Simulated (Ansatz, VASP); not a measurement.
# Cr in VASP and in Ansatz

Contents of INCAR:

```
SYSTEM = Cr
AGGAC = 1.0
AGGAX = 1.0
ALDAC = 0.0
ALDAX = 1.0
ALGO = Normal
EDIFF = 1E-7
EDIFFG = -0.01
ENCUT = 500
GGA = B5
GGA_COMPAT = .FALSE.
IBRION = 2
ISIF = 3
ISMEAR = -1
LASPH = .TRUE.
LCHARG = .FALSE.
LREAL = .FALSE.
LWAVE = .FALSE.
NELM = 120
NELMIN = 4
NSW = 80
PREC = Accurate
SIGMA = 0.1
```

The input KPOINTS:

```
k-points
0
G
  15 15 15
  0 0 0
```

POSCAR

```
Cr
1.0
    0.0000000000      1.8167431579      1.8167431579
    1.8167431579      0.0000000000      1.8167431579
    1.8167431579      1.8167431579      0.0000000000
Cr
1
Direct
    0.0000000000      0.0000000000      0.0000000000
```

Input for Ansatz:

```yaml
crystal:
  lattice:
    - [0.0, 1.8167431579, 1.8167431579]
    - [1.8167431579, 0.0, 1.8167431579]
    - [1.8167431579, 1.8167431579, 0.0]
  atoms:
    - { symbol: Cr, position: [0.0, 0.0, 0.0] }
hamiltonian:
  xc: blyp
  pseudopotentials:
    kind: paw
    azcp:
      Cr: "pseudopotentials/Cr.paw.azcp"
basis:
  ecutwfc: 420
  fft_grid_basis: typed
kpoints:
  mp_grid: { grid: [15, 15, 15], shift: [0, 0, 0] }
magnetization:
  spin_polarized: false
scf:
  occupations: { method: fermi_dirac, width: 0.1 }
relax:
  max_steps: 60
  f_tol: 0.01
  cell: {}
```

Alike in both runs: task relaxation of cell and atoms; functional BLYP; k mesh 15 × 15 × 15; occupations fermi-dirac, width 0.1 eV; no spin polarisation.

```csv
,VASP,Ansatz
version,VASP 6.6.1,Ansatz 0.2.0
potentials or method,"VASP PAW PBE potentials, release 64 (Cr_pv), cutoff 500 eV","plane waves (420 eV) with PAW, scalar-relativistic"
valence electrons in the cell,12,14
```

```csv
,VASP,Ansatz,Ansatz less VASP
relaxed volume (Å³/atom),12.27,12.29,+0.013
relaxed cell length with the largest relative difference (Å),2.589,2.590,+0.0009
```

VASP's potentials were made for PBE, not for BLYP. VASP's potentials hold 12 valence electrons a cell and Ansatz's 14, so a difference there can come from the potentials and not from the codes.
